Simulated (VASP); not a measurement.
Runs of VASP 6.6.1 on AlN. The structure is that of space group P6_3mc (No. 186), or close to it. The cells are those of the table. 

| level | cell | k mesh | cutoff (eV) | smearing | grid for exact exchange (PRECFOCK) | screening parameter | gap on the mesh (eV) | pressure (GPa) | largest force (eV/Å) |
| --- | --- | --- | --- | --- | --- | --- | --- | --- | --- |
| HSE06 | a = 3.013, b = 3.013, c = 5.055 Å, angles 90.0, 90.0, 120.0°, 4 atoms | 6 × 6 × 4 | 520 | gaussian 0.01 eV | Normal | 0.2079 1/Å | 6.04 | 10.2 | - |
| r2SCAN | a = 3.153, b = 3.153, c = 4.936 Å, angles 90.0, 90.0, 120.0°, 4 atoms | 12 × 12 × 6 | 660 | gaussian 0.01 eV | - | - | 4.60 | -5.0 | - |
| PBE | a = 3.153, b = 3.153, c = 4.936 Å, angles 90.0, 90.0, 120.0°, 4 atoms | 12 × 12 × 6 | 600 | fermi-dirac 0.02 eV | - | - | 3.94 | (a) | 0.03 |
| PBE | a = 3.108, b = 3.174, c = 4.979 Å, angles 90.0, 90.0, 122.1°, 4 atoms | 12 × 12 × 6 | 520 | fermi-dirac 0.02 eV | - | - | 4.22 | 4.4 | 0.03 |
| PBE | a = 3.231, b = 3.138, c = 4.979 Å, angles 90.0, 90.0, 121.0°, 4 atoms | 12 × 12 × 6 | 520 | fermi-dirac 0.02 eV | - | - | (b) | -3.6 | 0.03 |
| PBE | a = 3.153, b = 3.153, c = 4.936 Å, angles 90.0, 90.0, 120.0°, 4 atoms | 12 × 12 × 6 | 520 | fermi-dirac 0.02 eV | - | - | 3.94 | -0.2 | 0.03 |
| r2SCAN | a = 3.231, b = 3.138, c = 4.979 Å, angles 90.0, 90.0, 121.0°, 4 atoms | 12 × 12 × 6 | 660 | gaussian 0.01 eV | - | - | 4.45 | -8.3 | - |
| PBE | a = 3.013, b = 3.013, c = 5.055 Å, angles 90.0, 90.0, 120.0°, 4 atoms | 12 × 12 × 6 | 600 | fermi-dirac 0.02 eV | - | - | 4.63 | 15.3 | 0.03 |

Alike in all rows: task single point; potentials or basis VASP PAW PBE potentials, release 64 (Al, N); no spin polarisation.

Question: Fill in the values left out.

Answer: (a) -0.3; (b) 3.79.

Caveats: the PAW data sets were made with another functional, which shifts forces and pressure a little (some runs).

A k mesh can miss the band edges.
